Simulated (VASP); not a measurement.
# Ni (Im-3m) in VASP: single point with LDA

Aim: the single point of Ni with LDA.

All numbers are computed with VASP 6.6.1; they aren't measurements. Logs are shortened: lines on timing, memory, paths and dates and some standing lists are left out, and cuts for length are marked.

**1. The cell of the first run**

Symmetry: Im-3m, No. 229, cubic system. The conventional cell has a = 2.723 Å, b = 2.723 Å, c = 2.723 Å, α = 90.00°, β = 90.00°, γ = 90.00°. Within 3.1 Å of Ni (site symmetry m-3m) lie 14 Ni at 2.36 to 2.72 Å.

This isn't the form of Ni at room conditions, which is fcc.

**2. Single point, LDA, non-collinear spin, typed start, spin-orbit coupling**

Input file INCAR:

```
SYSTEM = Ni
ALGO = Normal
EDIFF = 1E-6
ENCUT = 590
GGA_COMPAT = .FALSE.
ISIF = 2
ISMEAR = -1
LASPH = .TRUE.
LCHARG = .FALSE.
LMAXMIX = 4
LORBIT = 11
LORBMOM = .TRUE.
LREAL = .FALSE.
LSORBIT = .TRUE.
LWAVE = .FALSE.
MAGMOM = 0 0 0.355
NBANDS = 29
NELM = 200
PREC = Accurate
SIGMA = 0.05
```

Input file KPOINTS:

```
k-points
0
G
  16 16 16
  0 0 0
```

Input file POSCAR:

```
Ni
1.0
   -1.3613578883      1.3613578883      1.3613578883
    1.3613578883     -1.3613578883      1.3613578883
    1.3613578883      1.3613578883     -1.3613578883
Ni
1
Direct
    0.0000000000      0.0000000000      0.0000000000
```

Potentials or basis: VASP PAW LDA potentials, release 64 (Ni_sv_GW).

The run is started by

```console
cat potpaw_LDA.64/Ni_sv_GW/POTCAR > POTCAR
mpirun -np 1 vasp_ncl > vasp.out
```

OUTCAR:

```text
SYSTEM = Ni
   EDIFF = 1E-6
   ENCUT = 590
   ISIF = 2
   ISMEAR = -1
   LASPH = .TRUE.
   LORBIT = 11
   LREAL = .FALSE.
   LSORBIT = .TRUE.
   NELM = 200
   PREC = Accurate

 ion  position               nearest neighbor table
   1  0.000  0.000  0.000-

  LATTYP: Found a body centered cubic cell.
 ALAT       =     2.7227157766

  Lattice vectors:

 A1 = (  -1.3613578883,   1.3613578883,   1.3613578883)
 A2 = (   1.3613578883,  -1.3613578883,   1.3613578883)
 A3 = (   1.3613578883,   1.3613578883,  -1.3613578883)

Analysis of symmetry for initial positions (statically):
=====================================================================
 Subroutine PRICEL returns:
 Original cell was already a primitive cell.

 Routine SETGRP: Setting up the symmetry group for a
 body centered cubic supercell.

 Subroutine GETGRP returns: Found 48 space group operations
 (whereof 48 operations were pure point group operations)
 out of a pool of 48 trial point group operations.

The static configuration has the point symmetry O_h .

Analysis of symmetry for dynamics (positions and initial velocities):
=====================================================================
 Subroutine PRICEL returns:
 Original cell was already a primitive cell.

 Routine SETGRP: Setting up the symmetry group for a
 body centered cubic supercell.

 Subroutine GETGRP returns: Found 48 space group operations
 (whereof 48 operations were pure point group operations)
 out of a pool of 48 trial point group operations.

The dynamic configuration has the point symmetry O_h .

Analysis of structural, dynamic, and magnetic symmetry:
=====================================================================
 Subroutine PRICEL returns:
 Original cell was already a primitive cell.

 Routine SETGRP: Setting up the symmetry group for a
 body centered cubic supercell.

 Subroutine GETGRP returns: Found  8 space group operations
 (whereof  8 operations were pure point group operations)
 out of a pool of 48 trial point group operations.

The overall configuration has the point symmetry C_4h.

 Subroutine INISYM returns: Found  8 space group operations
 (whereof  8 operations are pure point group operations),
 and found     1 'primitive' translations

----------------------------------------------------------------------------------------

                                     Primitive cell

  volume of cell :      10.0920

  direct lattice vectors                    reciprocal lattice vectors
    -1.361357888  1.361357888  1.361357888     0.000000000  0.367280349  0.367280349
     1.361357888 -1.361357888  1.361357888     0.367280349  0.000000000  0.367280349
     1.361357888  1.361357888 -1.361357888     0.367280349  0.367280349  0.000000000

  length of vectors
     2.357941030  2.357941030  2.357941030     0.519412850  0.519412850  0.519412850

  position of ions in fractional coordinates (direct lattice)
     0.000000000  0.000000000  0.000000000

  ion indices of the primitive-cell ions
   primitive index   ion index
                 1           1

----------------------------------------------------------------------------------------

 KPOINTS: k-points

Automatic generation of k-mesh.
 Grid dimensions read from file:
 generate k-points for:   16   16   16

 Generating k-lattice:

  Cartesian coordinates                     Fractional coordinates (reciprocal lattice)
     0.000000000  0.022955022  0.022955022     0.062500000  0.000000000  0.000000000
     0.022955022  0.000000000  0.022955022     0.000000000  0.062500000  0.000000000
     0.022955022  0.022955022  0.000000000     0.000000000  0.000000000  0.062500000

  Length of vectors
     0.032463303  0.032463303  0.032463303

  Shift w.r.t. Gamma in fractional coordinates (k-lattice)
     0.000000000  0.000000000  0.000000000

 Subroutine IBZKPT returns following result:
 ===========================================

 Found    554 irreducible k-points:

 Following reciprocal coordinates:
            Coordinates               Weight
  0.000000  0.000000  0.000000      1.000000
  0.062500  0.000000  0.000000      8.000000
  0.000000  0.000000  0.062500      4.000000
  0.125000  0.000000  0.000000      8.000000
  0.000000  0.000000  0.125000      4.000000
  0.187500  0.000000  0.000000      8.000000
[... 16 lines left out ...]
  0.062500  0.000000  0.125000      8.000000
 -0.187500  0.062500  0.125000      8.000000
 [... further k-points ...]
   k-points           NKPTS =    554   k-points in BZ     NKDIM =    554   number of bands    NBANDS=     29
   number of dos      NEDOS =    301   number of ions     NIONS =      1
   total plane-waves  NPLWV =   8000
   dimension x,y,z NGX =    20 NGY =   20 NGZ =   20
   dimension x,y,z NGXF=    40 NGYF=   40 NGZF=   40
   ions per type =               1
   NGX,Y,Z   is equivalent  to a cutoff of  14.10, 14.10, 14.10 a.u.
   NGXF,Y,Z  is equivalent  to a cutoff of  28.20, 28.20, 28.20 a.u.
 SYSTEM =  Ni
   PREC   = accura    normal or accurate (medium, high low for compatibility)
   ISTART =      0    job   : 0-new  1-cont  2-samecut
   ICHARG =      2    charge: 1-file 2-atom 10-const
   ISPIN  =      1    spin polarized calculation?
   LNONCOLLINEAR =      T non collinear calculations
   LSORBIT =      T    spin-orbit coupling
   LASPH  =      T    aspherical Exc in radial PAW
   ENCUT  =  590.0 eV  43.36 Ry    6.59 a.u.   4.67  4.67  4.67*2*pi/ulx,y,z
   NELM   =    200;   NELMIN=  2; NELMDL= -5     # of ELM steps
   EDIFF  = 0.1E-05   stopping-criterion for ELM
   LREAL  =      F    real-space projection
   EDIFFG = 0.1E-04   stopping-criterion for IOM
   NSW    =      0    number of steps for IOM
   IBRION =     -1    ionic relax: 0-MD 1-quasi-New 2-CG
   NFREE  =      0    steps in history (QN), initial steepest desc. (CG)
   ISIF   =      2    stress and relaxation
   ISYM   =      2    0-nonsym 1-usesym 2-fastsym
   POTIM  = 0.5000    time-step for ionic-motion
   TEBEG  =    0.0;   TEEND  =   0.0 temperature during run
   PSTRESS=    0.0 pullay stress
   NELECT =      18.0000    total number of electrons
   NUPDOWN=      -1.0000    fix difference up-down
   EMIN   =  10.00;   EMAX   =-10.00  energy-range for DOS
   EFERMI =   0.00;   METHOD = LEGACY
   ISMEAR =    -1;   SIGMA  =   0.05  broadening in eV -4-tet -1-fermi 0-gaus
   EFERMI_NEDOS =   21; number of points for ismear=-14 and -15
   IALGO  =     38    algorithm
   IMIX   =      4    mixing-type and parameters
     AMIX     =   0.40;   BMIX     =  1.00
     AMIX_MAG =   1.60;   BMIX_MAG =  1.00
  volume/ion in A,a.u.               =      10.09        68.10
  Fermi-wavevector in a.u.,A,eV,Ry     =   1.985363  3.751793 53.629650  3.941668
  Thomas-Fermi vector in A             =   3.004512
   LORBIT       =     11    0 simple, 1 ext, 2 COOP (PROOUT), +10 PAW based schemes
   GGA     = CA    functional components
   LHFCALC =     F    Hartree Fock is set to
   AEXX    =    0.0000 exact exchange contribution
   IVDW    =     0    specifies the selected vdW correction
   LEPSILON=     F    determine dielectric tensor
   LRPA    =     F    only Hartree local field effects (RPA)
  energy-cutoff  :      590.00
  volume of cell :       10.09
 maximum number of plane-waves:       740
   NGX =  9   NGY =  9   NGZ =  9

 number of electron      18.0000000 magnetization       0.0000000      0.0000000      0.3550000

 number of electron      17.9999988 magnetization      -0.0000000      0.0000000      0.3546626

 Free energy of the ion-electron system (eV)
  ---------------------------------------------------
  ext. energy  EPLUGINS =         0.00000000
  ---------------------------------------------------
  free energy    TOTEN  =        -7.41536001 eV

  energy without entropy =       -7.40099382  energy(sigma->0) =       -7.40817692

 E-fermi :   8.2461     XC(G=0): -14.8185

 val. band max:        8.2449385743   @ k =  -0.1875   0.1875   0.1875
 cond. band min:       8.2582682698   @ k =   0.4375   0.1250   0.4375
 fundamental gap:      0.0133296956
 Fermi energy:         8.2461162693

 k-point     1 :       0.0000    0.0000    0.0000
  band No.  band energies     occupation
      1     -93.9761      1.00000
      2     -93.5525      1.00000
      3     -56.1524      1.00000
      4     -56.0165      1.00000
      5     -54.0768      1.00000
      6     -53.9217      1.00000
[... 21 lines left out ...]
     28      40.6645      0.00000
     29      40.6869      0.00000

 k-point     2 :       0.0625    0.0000    0.0000
  band No.  band energies     occupation
      1     -93.9740      1.00000
      2     -93.5503      1.00000
      3     -56.1573      1.00000
      4     -56.0215      1.00000
      5     -54.0820      1.00000
      6     -53.9274      1.00000
[... 21 lines left out ...]
     28      39.7806      0.00000
     29      40.0808      0.00000

 k-point     3 :       0.0000    0.0000    0.0625
  band No.  band energies     occupation
      1     -93.9740      1.00000
      2     -93.5503      1.00000
      3     -56.1575      1.00000
      4     -56.0213      1.00000
      5     -54.0829      1.00000
      6     -53.9268      1.00000
[... 21 lines left out ...]
     28      39.8621      0.00000
     29      40.0868      0.00000

 k-point     4 :       0.1250    0.0000    0.0000
  band No.  band energies     occupation
      1     -93.9690      1.00000
      2     -93.5452      1.00000
      3     -56.1716      1.00000
      4     -56.0364      1.00000
      5     -54.0985      1.00000
      6     -53.9439      1.00000
[... 597 lines left out ...]
     28      35.6542      0.00000
     29      39.3479      0.00000

 k-point    23 :       0.0625    0.0000    0.1250
  band No.  band energies     occupation
      1     -93.9637      1.00000
      2     -93.5399      1.00000
      3     -56.1859      1.00000
      4     -56.0485      1.00000
      5     -54.1184      1.00000
      6     -53.9576      1.00000
[... 21 lines left out ...]
     28      35.6542      0.00000
     29      39.1559      0.00000

 k-point    24 :      -0.1875    0.0625    0.1250
  band No.  band energies     occupation
      1     -93.9637      1.00000
      2     -93.5399      1.00000
      3     -56.1853      1.00000
      4     -56.0492      1.00000
      5     -54.1165      1.00000
      6     -53.9567      1.00000
[... 21 lines left out ...]
     28      35.6542      0.00000
     29      39.2046      0.00000

 [... further k-points ...]

------------------------ aborting loop because EDIFF is reached ----------------------------------------

  FORCE on cell =-STRESS in cart. coord.  units (eV):
  Direction    XX          YY          ZZ          XY          YZ          ZX
  --------------------------------------------------------------------------------------
  -------------------------------------------------------------------------------------
  Total       -0.2489654     -0.2489654     -0.2489926     -0.0000001      0.0000000      0.0000000
  in kB      -39.5250754    -39.5250754    -39.5293900     -0.0000091      0.0000000      0.0000000
  external PRESSURE =     -39.5265136 kB  Pullay stress =       0.0000000 kB

 VOLUME and BASIS-vectors are now :
 -----------------------------------------------------------------------------
  energy-cutoff  :      590.00
  volume of cell :       10.09
      direct lattice vectors                 reciprocal lattice vectors
    -1.361357888  1.361357888  1.361357888     0.000000000  0.367280349  0.367280349
     1.361357888 -1.361357888  1.361357888     0.367280349  0.000000000  0.367280349
     1.361357888  1.361357888 -1.361357888     0.367280349  0.367280349  0.000000000

 POSITION                                       TOTAL-FORCE (eV/Angst)
 -----------------------------------------------------------------------------------
      0.00000      0.00000      0.00000        -0.000000      0.000000      0.000000
 -----------------------------------------------------------------------------------
    total drift:                                0.000000     -0.000000     -0.000000

  FREE ENERGIE OF THE ION-ELECTRON SYSTEM (eV)
  ---------------------------------------------------
  free  energy   TOTEN  =        -7.4153600112 eV

  energy  without entropy=       -7.4009938216  energy(sigma->0) =       -7.40817692

 orbital moment (x)

 # of ion     p       d       f       tot
 ------------------------------------------------
  1        -0.000  -0.000  -0.000  -0.000
 ------------------------------------------------
           -0.000  -0.000  -0.000  -0.000

 orbital moment (y)

 # of ion     p       d       f       tot
 ------------------------------------------------
  1         0.000  -0.000  -0.000  -0.000
 ------------------------------------------------
            0.000  -0.000  -0.000  -0.000

 orbital moment (z)

 # of ion     p       d       f       tot
 ------------------------------------------------
  1         0.000   0.024  -0.000   0.024
 ------------------------------------------------
            0.000   0.024  -0.000   0.024

 Spin-Orbit-Coupling matrix elements

 Ion:    1  E_soc:     -0.1171939
 l=   1
     0.0000000    -0.0162303    -0.0162302
    -0.0162303     0.0000000    -0.0162303
    -0.0162302    -0.0162303     0.0000000
 l=   2
     0.0000000    -0.0006295     0.0000000    -0.0006295    -0.0027173
    -0.0006295     0.0000000    -0.0020075    -0.0005786    -0.0006680
     0.0000000    -0.0020075     0.0000000    -0.0020075     0.0000000
    -0.0006295    -0.0005786    -0.0020075     0.0000000    -0.0006680
    -0.0027173    -0.0006680     0.0000000    -0.0006680     0.0000000
 l=   3
     0.0000000    -0.0000000     0.0000000     0.0000000     0.0000000    -0.0000000    -0.0000000
    -0.0000000     0.0000000    -0.0000000     0.0000000    -0.0000000    -0.0000000    -0.0000000
     0.0000000    -0.0000000     0.0000000    -0.0000000    -0.0000000    -0.0000000     0.0000000
     0.0000000     0.0000000    -0.0000000     0.0000000    -0.0000000     0.0000000     0.0000000
     0.0000000    -0.0000000    -0.0000000    -0.0000000     0.0000000    -0.0000000     0.0000000
    -0.0000000    -0.0000000    -0.0000000     0.0000000    -0.0000000     0.0000000    -0.0000000
    -0.0000000    -0.0000000     0.0000000     0.0000000     0.0000000    -0.0000000     0.0000000

 total charge

# of ion       s       p       d       f       tot
--------------------------------------------------
    1        2.254   6.338   7.847   0.007  16.445

 magnetization (x)

# of ion       s       p       d       f       tot
--------------------------------------------------
    1       -0.000   0.000   0.000   0.000  -0.000

 magnetization (y)

# of ion       s       p       d       f       tot
--------------------------------------------------
    1        0.000   0.000  -0.000   0.000  -0.000

 magnetization (z)

# of ion       s       p       d       f       tot
--------------------------------------------------
    1        0.000  -0.004   0.368   0.000   0.365
```

Run time: 6.4 min. Hardware: 1 thread of AMD EPYC 9R45 (Zen 5), shared host; peak memory 0.39 GiB.

What came out:

```yaml
Free_energy: -7.4154 eV
Pressure: -4.0 GPa
Net_moment: 0.35 μB per cell
Valence_electrons_inside_the_program's_atomic_spheres: Ni 16.45
```

Moments on the atoms (μB; x, y, z):
```
Ni  0.00 0.00 0.36
```

Caveat: the cell stands under tension.
